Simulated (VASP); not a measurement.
# Ni3Pt: single point with LDA

Ni3Pt:

```
Ni Pt
1.0
     3.62457    0.00000    0.00000
     0.00000    3.62457    0.00000
     0.00000    0.00000    3.62457
Ni Pt
3 1
Cartesian
  1.8123 0.0000 1.8123
  0.0000 1.8123 1.8123
  1.8123 1.8123 0.0000
  0.0000 0.0000 0.0000
```

```yaml
Program: VASP 6.6.1
Task: single point
Functional: LDA
Potentials_or_basis: VASP PAW LDA potentials, release 64 (Ni, Pt)
Cutoff: 520 eV
k_mesh: 9 × 9 × 9
Occupations: fermi-dirac, width 0.05 eV
Spin: no spin polarisation
Dipole_correction: no
Further_INCAR_settings: ALGO = Normal; EDIFF = 1e-06; NBANDS = 28
```

```json
{
 "Pressure": "-12.9 GPa",
 "Band gap on the k mesh": "zero (band 20 reaches 10.15 eV, above the bottom of band 21 at 9.45 eV)"
}
```

Levels at points of the mesh, in eV from the Fermi level:
```csv
k point,band 16,band 17,band 18,band 19,band 20,band 21,band 22,band 23,band 24,band 25
"(0.00, 0.00, 0.00)",0.01,0.12,0.12,0.48,0.48,0.48,2.33,2.33,2.33,8.55
```

It took 45 s on 1 thread of Intel(R) Xeon(R) Platinum 8488C (Sapphire Rapids), on a shared host, peak memory 0.16 GiB.

Caveat: spin-orbit coupling is left out, which moves the levels of the heavy elements. Spin polarisation is off, so any magnetic state and its effect on volume and gap are missing.
